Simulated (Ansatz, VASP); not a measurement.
## MgF2: VASP beside Ansatz

Contents of POSCAR:

```
MgF2
1.0
    4.4499650967      0.0000000000      0.0000000000
    0.0000000000      4.4501507763      0.0000000000
    0.0000000000      0.0000000000      2.9328293811
Mg F
2 4
Direct
    0.5000000000      0.5000000000      0.5000000000
    0.0000000000      0.0000000000      0.0000000000
    0.8010838973      0.1988002470      0.5000000000
    0.1989161027      0.8011997530      0.5000000000
    0.3010838973      0.3011997530      0.0000000000
    0.6989161027      0.6988002470      0.0000000000
```

Contents of INCAR.step1:

```
SYSTEM = MgF2
PREC     = Accurate       ! precision mode
ENCUT    = 660            ! plane-wave cutoff, eV
ISMEAR   = 0              ! smearing method
SIGMA    = 0.01           ! smearing width, eV
LREAL    = .FALSE.        ! projectors in reciprocal space
LASPH    = .TRUE.         ! aspherical terms in the spheres
NELM     = 120            ! most SCF steps
NBANDS   = 25             ! bands
GGA      = PE             ! functional
ALGO     = Normal         ! electronic algorithm
EDIFF    = 1E-5           ! SCF threshold, eV
LWAVE    = .TRUE.         ! write WAVECAR
LCHARG   = .FALSE.        ! write CHGCAR
GGA_COMPAT= .FALSE.
```

Contents of INCAR.step2:

```
SYSTEM = MgF2
PREC     = Accurate       ! precision mode
ENCUT    = 660            ! plane-wave cutoff, eV
EDIFF    = 1E-6           ! SCF threshold, eV
ISMEAR   = 0              ! smearing method
SIGMA    = 0.01           ! smearing width, eV
LREAL    = .FALSE.        ! projectors in reciprocal space
LASPH    = .TRUE.         ! aspherical terms in the spheres
NELM     = 120            ! most SCF steps
ALGO     = Normal         ! electronic algorithm
ISIF     = 2              ! what is computed and relaxed
LWAVE    = .FALSE.        ! write WAVECAR
LCHARG   = .FALSE.        ! write CHGCAR
METAGGA  = R2SCAN         ! meta-GGA
LMIXTAU  = .TRUE.       
NBANDS   = 25             ! bands
ISTART   = 1            
GGA_COMPAT= .FALSE.
```

The input KPOINTS:

```
Automatic mesh
0
G
  6 6 8
  0 0 0
```

Input for Ansatz:

```yaml
crystal:
  lattice:
    - [4.4499650967, 0.0, 0.0]
    - [0.0, 4.4501507763, 0.0]
    - [0.0, 0.0, 2.9328293811]
  atoms:
    - { symbol: Mg, position: [0.5, 0.5, 0.5] }
    - { symbol: Mg, position: [0.0, 0.0, 0.0] }
    - { symbol: F, position: [0.8010838973, 0.198800247, 0.5] }
    - { symbol: F, position: [0.1989161027, 0.801199753, 0.5] }
    - { symbol: F, position: [0.3010838973, 0.301199753, 0.0] }
    - { symbol: F, position: [0.6989161027, 0.698800247, 0.0] }
kpoints:
  mp_grid: { grid: [6, 6, 8] }
  band_path:
    path:
      - [0.0, 0.0, 0.0]
      - [0.0, 0.5000104313, 0.0]
      - [0.4999895687, 0.5000104313, 0.0]
      - [0.0, 0.0, 0.5]
      - [0.0, 0.5000104313, 0.5]
      - [0.4999895687, 0.5000104313, 0.5]
    npoints: 1
hamiltonian:
  xc: r2scan
scf:
  occupations: { method: fixed }
  n_extra_bands: 5
output:
  forces: true
  stress: true
  eigenvalues: true
  write_density: true
  write_potential: true
  elf: true
  volumetric_format: npy
```

Change from the starting cell: hydrostatic strain -3.7%.

Alike in both runs: task single point; functional r2SCAN; k mesh 6 × 6 × 8; no spin polarisation.

```csv
,VASP,Ansatz
version,VASP 6.6.1,Ansatz 0.2.0
potentials or method,"VASP PAW PBE potentials, release 64 (Mg, F)","plane waves, PAW"
plane-wave cutoff (eV),660,500
occupations,"gaussian, width 0.01 eV",fixed
valence electrons in the cell,32,48
```

|  | VASP | Ansatz | Ansatz less VASP |
| --- | --- | --- | --- |
| gap on the k mesh at the Fermi level (eV) | 8.88 | 8.92 | +0.035 |
| pressure (GPa) | 13.8 | 15.3 | +1.49 |
| traceless stress, the component that is largest in VASP (GPa) | 0.68 | 0.77 | +0.086 |
| rms of the force components (eV/Å) | 0.005 | 0.000 | -0.0052 |

VASP's potentials were made for PBE, not for r2SCAN. Atom by atom the forces differ by 0.005 eV/Å (rms over components). VASP's potentials hold 32 valence electrons a cell and Ansatz's 48, so a difference there can come from the potentials and not from the codes.
